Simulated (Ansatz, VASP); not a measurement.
**CaO in VASP and in Ansatz**

```xyz
2
Lattice="0.0000 2.4490 2.4490 2.4490 0.0000 2.4490 2.4490 2.4490 0.0000" Properties=species:S:1:pos:R:3 pbc="T T T"
Ca    0.0000    0.0000    0.0000
O     1.9990    2.4490    1.9990
```

Alike in both runs: task single point; functional r2SCAN; k mesh 8 × 8 × 8; occupations gaussian, width 0.05 eV; no spin polarisation.

|  | VASP | Ansatz |
| --- | --- | --- |
| version | VASP 6.6.1 | Ansatz 0.2.0 |
| potentials or method | VASP PAW PBE potentials, release 64 (Ca_sv, O), cutoff 520 eV | scalar-relativistic, plane waves, PAW |
| valence electrons in the cell | 16 | 16 |

|  | VASP | Ansatz | Ansatz less VASP |
| --- | --- | --- | --- |
| gap on the k mesh at the Fermi level (eV) | 4.97 | 4.99 | +0.025 |
| least direct gap on the mesh (eV) | 5.20 | 5.22 | +0.022 |
| pressure (GPa) | 10.4 | 9.1 | -1.29 |
| traceless stress, the component that is largest in VASP (GPa) | -17.42 | -16.50 | +0.921 |
| rms of the force components (eV/Å) | 1.626 | 1.534 | -0.0926 |

VASP's potentials were made for PBE, not for r2SCAN. Atom by atom the forces differ by 0.093 eV/Å (rms over components). With one functional, cell and mesh, what is left measures potentials, basis and numerics.
